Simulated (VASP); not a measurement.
Runs of VASP 6.6.1 on Br. The structure is that of space group P6/mmm (No. 191), or close to it. The cells are those of the table. 

```csv
cell,gap on the mesh (eV),pressure (GPa)
"a = 6.860, b = 6.860, c = 2.601 Å, angles 90.0, 90.0, 120.0°, 3 atoms",none,(a)
"a = 6.525, b = 6.525, c = 2.601 Å, angles 90.0, 90.0, 120.0°, 3 atoms",none,1.1
"a = 5.821, b = 5.821, c = 2.581 Å, angles 90.0, 90.0, 120.0°, 3 atoms",none,6.1
"a = 5.108, b = 5.108, c = 2.514 Å, angles 90.0, 90.0, 120.0°, 3 atoms",none,28.9
"a = 7.492, b = 7.492, c = 2.596 Å, angles 90.0, 90.0, 120.0°, 3 atoms",none,(b)
```

Alike in all rows: task single point; level PBE; potentials or basis VASP PAW PBE potentials, release 64 (Br); no spin polarisation; k mesh 8 × 8 × 10; cutoff (eV) 520; smearing fermi-dirac 0.1 eV.

Problem. Fill in the values left out.

Solution. (a) 0.4; (b) 0.0.

Caveats: an odd number of electrons without spin polarisation forces a metal; a magnetic or distorted state may lie lower; the cell stands under pressure (at least some runs).

A k mesh can miss the band edges, and the runs leave out spin-orbit coupling on Br.

A gap of «none» marks levels without a gap at the run's occupations.
